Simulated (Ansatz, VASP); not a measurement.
# Ti in VASP and in Ansatz

```
Ti
1.0
     0.00000    2.03674    2.03674
     2.03674    0.00000    2.03674
     2.03674    2.03674    0.00000
Ti
1
Direct
  0.00000 0.00000 0.00000
```

Change from the starting cell: volume scaled by 1.01.

Alike in both runs: task single point; functional LDA; k mesh 15 × 15 × 15; occupations fermi-dirac, width 0.05 eV; no spin polarisation.

|  | VASP | Ansatz |
| --- | --- | --- |
| version | VASP 6.6.1 | Ansatz 0.2.0 |
| potentials or method | VASP PAW LDA potentials, release 64 (Ti_sv), cutoff 500 eV | all-electron LAPW, scalar-relativistic |

Ansatz gave:

* pressure (GPa): -5.9

Task: What did VASP give for the same quantities?

Result: Pressure (GPa): -6.0.

LDA's correlation is that of Perdew and Zunger in VASP and of Perdew and Wang (1992) in Ansatz. Ansatz ran all-electron here, and VASP with PAW potentials.
